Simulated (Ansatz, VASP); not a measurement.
## Two plane-wave programs on AlRu

POSCAR

```
AlRu
1.0
    2.9916000000      0.0000000000      0.0000000000
    0.0000000000      2.9916000000      0.0000000000
    0.0000000000      0.0000000000      2.9916000000
Al Ru
1 1
Direct
    0.0000000000      0.0000000000      0.0000000000
    0.5000000000      0.5000000000      0.5000000000
```

File INCAR.step1:

```
SYSTEM = AlRu
ALGO     = Normal         ! electronic algorithm
EDIFF    = 1E-4           ! SCF threshold, eV
ENCUT    = 600            ! plane-wave cutoff, eV
GGA      = PE             ! functional
ISMEAR   = -1             ! smearing method
LASPH    = .TRUE.         ! aspherical terms in the spheres
LCHARG   = .FALSE.        ! write CHGCAR
LREAL    = .FALSE.        ! projectors in reciprocal space
LWAVE    = .TRUE.         ! write WAVECAR
NELM     = 80             ! most SCF steps
PREC     = Accurate       ! precision mode
SIGMA    = 0.1            ! smearing width, eV
```

File INCAR.step2:

```
SYSTEM = AlRu
ALGO     = Normal         ! electronic algorithm
EDIFF    = 1E-6           ! SCF threshold, eV
EDIFFG   = -0.01          ! ionic threshold
ENCUT    = 600            ! plane-wave cutoff, eV
IBRION   = 2              ! ionic algorithm
ISIF     = 3              ! what is computed and relaxed
ISMEAR   = -1             ! smearing method
ISTART   = 1            
LASPH    = .TRUE.         ! aspherical terms in the spheres
LCHARG   = .FALSE.        ! write CHGCAR
LMIXTAU  = .TRUE.       
LREAL    = .FALSE.        ! projectors in reciprocal space
LWAVE    = .FALSE.        ! write WAVECAR
METAGGA  = R2SCAN         ! meta-GGA
NELM     = 80             ! most SCF steps
NSW      = 80             ! ionic steps
PREC     = Accurate       ! precision mode
SIGMA    = 0.1            ! smearing width, eV
```

The input KPOINTS:

```
k-points
0
G
  11 11 11
  0 0 0
```

Input for Ansatz:

```yaml
crystal:
  lattice:
    - [2.9916, 0.0, 0.0]
    - [0.0, 2.9916, 0.0]
    - [0.0, 0.0, 2.9916]
  atoms:
    - { symbol: Al, position: [0.0, 0.0, 0.0] }
    - { symbol: Ru, position: [0.5, 0.5, 0.5] }
  symmetry: { tolerance: 0.0003 }
hamiltonian:
  xc: r2scan
  pseudopotentials: { kind: paw, azcp: { folder: soft_1 } }
basis:
  ecutwfc: 500
magnetization:
  spin_polarized: false
scf:
  occupations: { method: fermi_dirac, width: 0.1 }
kpoints:
  mp_grid: { grid: [11, 11, 11], shift: [0, 0, 0] }
output:
  forces: true
  stress: true
  eigenvalues: true
relax:
  max_steps: 60
  cell: {}
```

Alike in both runs: task relaxation of cell and atoms; functional r2SCAN; k mesh 11 × 11 × 11; occupations fermi-dirac, width 0.1 eV; no spin polarisation.

|  | VASP | Ansatz |
| --- | --- | --- |
| version | VASP 6.6.1 | Ansatz 0.2.0 |
| potentials or method | VASP PAW PBE potentials, release 64 (Al, Ru_pv), cutoff 600 eV | PAW plane waves |
| valence electrons in the cell | 17 | 19 |

Ansatz gave:

| Quantity | Value |
| --- | --- |
| gap on the k mesh at the Fermi level, each at its own relaxed structure (eV) | none |
| relaxed volume (Å³/atom) | 13.28 |
| relaxed cell length with the largest relative difference (Å) | 2.984 |

Task: What did VASP give for the same quantities?

Result: gap on the k mesh at the Fermi level, each at its own relaxed structure (eV): none; relaxed volume (Å³/atom): 13.29; relaxed cell length with the largest relative difference (Å): 2.984.

VASP's potentials were made for PBE, not for r2SCAN. A gap of «none» marks a metal or a gap that the smearing closes. VASP's potentials hold 17 valence electrons a cell and Ansatz's 19, so a difference there can come from the potentials and not from the codes.
